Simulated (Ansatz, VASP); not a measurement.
# Hf2N: VASP beside Ansatz

```
Hf N
1.0
     5.45441    0.00000    0.00000
     0.00000    5.45441    0.00000
     0.00000    0.00000    3.22745
Hf N
4 2
Cartesian
  1.6116 1.6116 0.0000
  3.8428 3.8428 0.0000
  4.3388 1.1156 1.6137
  1.1156 4.3388 1.6137
  0.0000 0.0000 0.0000
  2.7272 2.7272 1.6137
```

Change from the starting cell: strain +0.030 along x and y, +0.000 along z, atoms carried along.

Alike in both runs: task single point; functional PBEsol; k mesh 10 × 10 × 14; occupations gaussian, width 0.15 eV; no spin polarisation.

|  | VASP | Ansatz |
| --- | --- | --- |
| version | VASP 6.6.1 | Ansatz 0.2.0 |
| potentials or method | VASP PAW PBE potentials, release 64 (Hf_pv, N), cutoff 520 eV | scalar-relativistic, plane waves, PAW |
| valence electrons in the cell | 50 | 114 |

```tsv
	VASP	Ansatz	Ansatz less VASP
gap on the k mesh at the Fermi level (eV)	none	none	-
pressure (GPa)	-11.5	-10.5	+1.00
traceless stress, the component that is largest in VASP (GPa)	4.72	4.81	+0.093
rms of the force components (eV/Å)	0.087	0.081	-0.0059
```

VASP's potentials were made for PBE, not for PBEsol. Atom by atom the forces differ by 0.006 eV/Å (rms over components). A gap of «none» marks a metal or a gap that the smearing closes. VASP's potentials hold 50 valence electrons a cell and Ansatz's 114, so a difference there can come from the potentials and not from the codes.

Neither program's run includes spin-orbit coupling.
